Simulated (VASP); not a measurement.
## KCl: single point with r2SCAN

The system is KCl.

```
K Cl
1.0
     0.00000    3.14485    3.14485
     3.14485    0.00000    3.14485
     3.14485    3.14485    0.00000
K Cl
1 1
Direct
  0.00000 0.00000 0.00000
  0.50000 0.50000 0.50000
```

```
Program                : VASP 6.6.1
Task                   : single point
Functional             : r2SCAN
Potentials or basis    : VASP PAW PBE potentials, release 64 (K_sv, Cl)
Cutoff                 : 520 eV
k mesh                 : 6 × 6 × 6
Occupations            : gaussian, width 0.05 eV
Spin                   : no spin polarisation
Dipole correction      : no
Further INCAR settings : ALGO = Normal; EDIFF = 1e-07; NBANDS = 15
```

| Quantity | Value |
| --- | --- |
| Pressure | 0.0 GPa |
| Band gap on the k mesh | 5.84 eV, direct |

Levels at points of the mesh, in eV from the valence-band top:
```
           k point  band 5  band 6  band 7  band 8  band 9  band 10  band 11  band 12
(0.00, 0.00, 0.00)  -10.96    0.00    0.00    0.00    5.84     9.03     9.03     9.03
(0.50, 0.00, 0.00)  -10.73   -1.05   -0.32   -0.32    8.14     9.25    11.33    11.33
(0.50, 0.50, 0.00)  -11.01   -0.67   -0.23   -0.23    7.03     9.22    10.70    11.11
```

Run time: 70 s on 1 thread of Intel Xeon 6975P-C (shared host), peak memory 0.22 GiB.

Caveat: the PAW data sets were made with another functional, which shifts forces and pressure a little. r2SCAN opens gaps a little over a GGA but as a rule still falls short of measured ones.
